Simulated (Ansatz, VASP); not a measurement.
## BN: VASP beside Ansatz

Contents of INCAR:

```
PREC = Accurate ; ENCUT = 520
EDIFF = 1E-6 ; ISMEAR = 0
SIGMA = 0.05 ; LREAL = F
LASPH = T ; NELM = 60
ALGO = Normal ; ISIF = 2
LWAVE = F ; LCHARG = F
GGA = PS ; NBANDS = 26
```

File KPOINTS:

```
Automatic mesh
0
Gamma
  6 6 10
```

Contents of POSCAR:

```
BN
1.0
    4.2663000000      0.0000000000      0.0000000000
    0.0000000000      4.2663000000      0.0000000000
    0.0000000000      0.0000000000      2.3096000000
B N
4 4
Direct
    0.1741337327      0.8258662673      0.5000000000
    0.3258662673      0.3258662673      0.0000000000
    0.6741337327      0.6741337327      0.0000000000
    0.8258662673      0.1741337327      0.5000000000
    0.8123909516      0.8123909516      0.5000000000
    0.3123909516      0.6876090484      0.0000000000
    0.6876090484      0.3123909516      0.0000000000
    0.1876090484      0.1876090484      0.5000000000
```

Input for Ansatz:

```yaml
crystal:
  lattice:
    - [4.2663, 0.0, 0.0]
    - [0.0, 4.2663, 0.0]
    - [0.0, 0.0, 2.3096]
  atoms:
    - { symbol: B, position: [0.1741337327, 0.8258662673, 0.5] }
    - { symbol: B, position: [0.3258662673, 0.3258662673, 0.0] }
    - { symbol: B, position: [0.6741337327, 0.6741337327, 0.0] }
    - { symbol: B, position: [0.8258662673, 0.1741337327, 0.5] }
    - { symbol: "N", position: [0.8123909516, 0.8123909516, 0.5] }
    - { symbol: "N", position: [0.3123909516, 0.6876090484, 0.0] }
    - { symbol: "N", position: [0.6876090484, 0.3123909516, 0.0] }
    - { symbol: "N", position: [0.1876090484, 0.1876090484, 0.5] }
basis:
  ecutwfc: 520.0
kpoints:
  mp_grid: { grid: [6, 6, 10] }
hamiltonian:
  xc: pbesol
  pseudopotentials: { kind: paw, azcp: { folder: soft_1 } }
scf:
  occupations: { method: gaussian, width: 0.05 }
output:
  forces: true
  stress: true
  eigenvalues: true
```

Alike in both runs: task single point; functional PBEsol; k mesh 6 × 6 × 10; occupations gaussian, width 0.05 eV; no spin polarisation.

|  | VASP | Ansatz |
| --- | --- | --- |
| version | VASP 6.6.1 | Ansatz 0.2.0 |
| potentials or method | VASP PAW PBE potentials, release 64 (B, N), cutoff 520 eV | scalar-relativistic, plane waves, PAW |
| valence electrons in the cell | 32 | 32 |

|  | VASP | Ansatz | Ansatz less VASP |
| --- | --- | --- | --- |
| gap on the k mesh at the Fermi level (eV) | 4.38 | 4.40 | +0.021 |
| least direct gap on the mesh (eV) | 5.92 | 5.94 | +0.021 |
| rms of the force components (eV/Å) | 0.549 | 0.544 | -0.0056 |

VASP's potentials were made for PBE, not for PBEsol, and Ansatz warns of the same on its side. Atom by atom the forces differ by 0.006 eV/Å (rms over components). With one functional, cell and mesh, what is left measures potentials, basis and numerics.
